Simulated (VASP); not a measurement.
Wanted: the native input for a VASP 6.6.1 run.

```
Task                               : single point
Functional                         : HSE06
Potentials or basis                : VASP PAW PBE potentials, release 64 (Ga_d, B, As)
Cutoff                             : 420 eV
k mesh                             : 1 × 1 × 1, shifted
Occupations                        : fermi-dirac, width 0.05 eV
Spin                               : no spin polarisation
Dipole correction                  : no
Grid for exact exchange (PRECFOCK) : Fast
Further INCAR settings             : LREAL = Auto; ALGO = Normal; EDIFF = 1e-06; NBANDS = 286; ISYM = -1
Share of exact exchange            : 0.25
Screening parameter                : 0.2079 1/Å
```

The system is Ga3BAs4.

```
Ga B As
1.0
    10.85742    0.00000    0.00000
     0.00000   10.85742    0.00000
     0.00000    0.00000   10.85742
Ga B As
24 8 32
Direct
  0.99994 0.99950 0.99045
  0.00015 0.50059 0.99734
  0.00068 0.49997 0.49935
  0.49977 0.50892 0.00423
  0.50002 0.50851 0.49526
  0.24949 0.25104 0.00025
  0.24765 0.24635 0.50056
  0.25327 0.74978 0.99590
  0.25007 0.75467 0.50474
  0.74951 0.25047 0.00084
  0.75323 0.24613 0.49957
  0.74762 0.75077 0.99611
  0.75008 0.75496 0.50445
  0.25490 0.00238 0.25482
  0.24906 0.99724 0.74694
  0.24484 0.50402 0.75190
  0.74485 0.00213 0.25376
  0.74904 0.99721 0.74700
  0.75492 0.50506 0.75211
  0.99974 0.25453 0.25869
  0.00000 0.74555 0.25822
  0.50014 0.24764 0.25031
  0.49991 0.24078 0.74925
  0.50065 0.74966 0.24972
  0.00078 0.99846 0.51021
  0.49616 0.99259 0.99341
  0.50045 0.99255 0.50540
  0.24915 0.49960 0.24768
  0.74913 0.49796 0.24935
  0.99616 0.24371 0.74233
  0.00043 0.75569 0.74230
  0.50078 0.76047 0.74819
  0.12266 0.12512 0.12629
  0.10254 0.12468 0.62397
  0.14089 0.61386 0.13642
  0.11136 0.64051 0.63606
  0.61035 0.10839 0.10547
  0.61266 0.10969 0.60836
  0.64242 0.61463 0.13928
  0.61431 0.64337 0.64033
  0.36124 0.38927 0.13653
  0.37440 0.37564 0.62505
  0.38652 0.88579 0.11151
  0.39792 0.87599 0.62521
  0.86124 0.38684 0.13901
  0.88653 0.36178 0.63551
  0.87439 0.87532 0.12532
  0.89789 0.87550 0.62575
  0.39039 0.11026 0.39526
  0.38410 0.11100 0.88917
  0.35538 0.61645 0.35931
  0.38975 0.64190 0.85958
  0.88973 0.10986 0.39166
  0.88411 0.13945 0.86073
  0.85540 0.60958 0.36619
  0.89038 0.64553 0.86000
  0.14247 0.38952 0.36437
  0.11036 0.35572 0.85815
  0.11433 0.89056 0.39313
  0.11271 0.85858 0.85943
  0.64090 0.38667 0.36361
  0.62272 0.37652 0.87488
  0.61139 0.88629 0.39028
  0.60253 0.87421 0.87442
```

One way to write it, as run:

POSCAR

```
Ga3BAs4
1.0
   10.8574220000      0.0000000000      0.0000000000
    0.0000000000     10.8574220000      0.0000000000
    0.0000000000      0.0000000000     10.8574220000
Ga B As
24 8 32
Direct
    0.9999390000      0.9994950000      0.9904470000
    0.0001530000      0.5005860000      0.9973430000
    0.0006790000      0.4999690000      0.4993530000
    0.4997680000      0.5089190000      0.0042300000
    0.5000180000      0.5085070000      0.4952630000
    0.2494870000      0.2510370000      0.0002530000
    0.2476550000      0.2463520000      0.5005570000
    0.2532700000      0.7497780000      0.9959010000
    0.2500700000      0.7546710000      0.5047410000
    0.7495140000      0.2504710000      0.0008380000
    0.7532300000      0.2461300000      0.4995690000
    0.7476200000      0.7507700000      0.9961090000
    0.7500810000      0.7549550000      0.5044550000
    0.2549020000      0.0023760000      0.2548170000
    0.2490630000      0.9972420000      0.7469380000
    0.2448440000      0.5040180000      0.7519020000
    0.7448510000      0.0021300000      0.2537550000
    0.7490370000      0.9972130000      0.7470040000
    0.7549170000      0.5050610000      0.7521050000
    0.9997400000      0.2545330000      0.2586880000
    0.0000040000      0.7455530000      0.2582190000
    0.5001420000      0.2476360000      0.2503140000
    0.4999080000      0.2407760000      0.7492480000
    0.5006540000      0.7496580000      0.2497160000
    0.0007780000      0.9984580000      0.5102090000
    0.4961570000      0.9925940000      0.9934090000
    0.5004450000      0.9925460000      0.5053990000
    0.2491470000      0.4995950000      0.2476850000
    0.7491300000      0.4979610000      0.2493510000
    0.9961630000      0.2437100000      0.7423250000
    0.0004270000      0.7556870000      0.7423030000
    0.5007770000      0.7604670000      0.7481920000
    0.1226580000      0.1251210000      0.1262940000
    0.1025390000      0.1246780000      0.6239660000
    0.1408850000      0.6138610000      0.1364210000
    0.1113640000      0.6405150000      0.6360650000
    0.6103540000      0.1083900000      0.1054720000
    0.6126570000      0.1096930000      0.6083590000
    0.6424210000      0.6146270000      0.1392750000
    0.6143100000      0.6433730000      0.6403320000
    0.3612360000      0.3892740000      0.1365320000
    0.3744040000      0.3756400000      0.6250540000
    0.3865160000      0.8857920000      0.1115060000
    0.3979190000      0.8759880000      0.6252120000
    0.8612360000      0.3868380000      0.1390140000
    0.8865310000      0.3617770000      0.6355060000
    0.8743930000      0.8753240000      0.1253230000
    0.8978930000      0.8754950000      0.6257530000
    0.3903950000      0.1102640000      0.3952640000
    0.3841010000      0.1110010000      0.8891720000
    0.3553840000      0.6164540000      0.3593100000
    0.3897520000      0.6419000000      0.8595830000
    0.8897280000      0.1098600000      0.3916560000
    0.8841100000      0.1394520000      0.8607320000
    0.8553950000      0.6095770000      0.3661920000
    0.8903780000      0.6455350000      0.8599990000
    0.1424750000      0.3895150000      0.3643680000
    0.1103620000      0.3557180000      0.8581510000
    0.1143270000      0.8905620000      0.3931290000
    0.1127060000      0.8585770000      0.8594310000
    0.6408980000      0.3866740000      0.3636100000
    0.6227190000      0.3765240000      0.8748810000
    0.6113900000      0.8862920000      0.3902770000
    0.6025280000      0.8742150000      0.8744180000
```

INCAR.step1

```
SYSTEM = Ga3BAs4
PREC = Accurate ; ENCUT = 420
EDIFF = 1E-5 ; ISMEAR = -1
SIGMA = 0.05 ; LREAL = Auto
LASPH = .TRUE. ; NELM = 120
ALGO = Normal ; ISIF = 2
LWAVE = .TRUE. ; NBANDS = 286
GGA = PE ; ISYM = -1
GGA_COMPAT = .FALSE. ; KPAR = 1
```

INCAR.step2

```
SYSTEM = Ga3BAs4
PREC = Accurate ; ENCUT = 420
EDIFF = 1E-6 ; ISMEAR = -1
SIGMA = 0.05 ; LREAL = Auto
LASPH = .TRUE. ; NELM = 120
ALGO = Normal ; ISIF = 2
LWAVE = .FALSE. ; LCHARG = .TRUE.
GGA = PE ; LHFCALC = .TRUE.
HFSCREEN = 0.2079 ; PRECFOCK = Fast
LELF = .TRUE. ; LVHAR = .TRUE.
NBANDS = 286 ; ISTART = 1
ISYM = -1 ; GGA_COMPAT = .FALSE.
KPAR = 1
```

KPOINTS

```
explicit points
1
Reciprocal
  0.25000000   0.25000000   0.25000000 1
```

Potentials or basis: VASP PAW PBE potentials, release 64 (Ga_d, B, As).

Command:

```bash
$ cat potpaw_PBE.64/Ga_d/POTCAR potpaw_PBE.64/B/POTCAR potpaw_PBE.64/As/POTCAR > POTCAR
$ cp INCAR.step1 INCAR
$ mpirun -np 4 vasp_std > vasp.out
$ cp INCAR.step2 INCAR
$ mpirun -np 4 vasp_std > vasp.out
```

It gave:

```
Pressure               : 0.5 GPa
Largest force          : 0.076 eV/Å
Band gap on the k mesh : 2.21 eV
```

Caveat: the PAW data sets were made with another functional, which shifts forces and pressure a little; a shifted mesh leaves out Γ, where band edges can lie.

Run time: 15 min on 4 MPI ranks on AMD EPYC 9R45 96-Core Processor (Zen 5), with other jobs on the host, peak memory 0.86 GiB a rank.
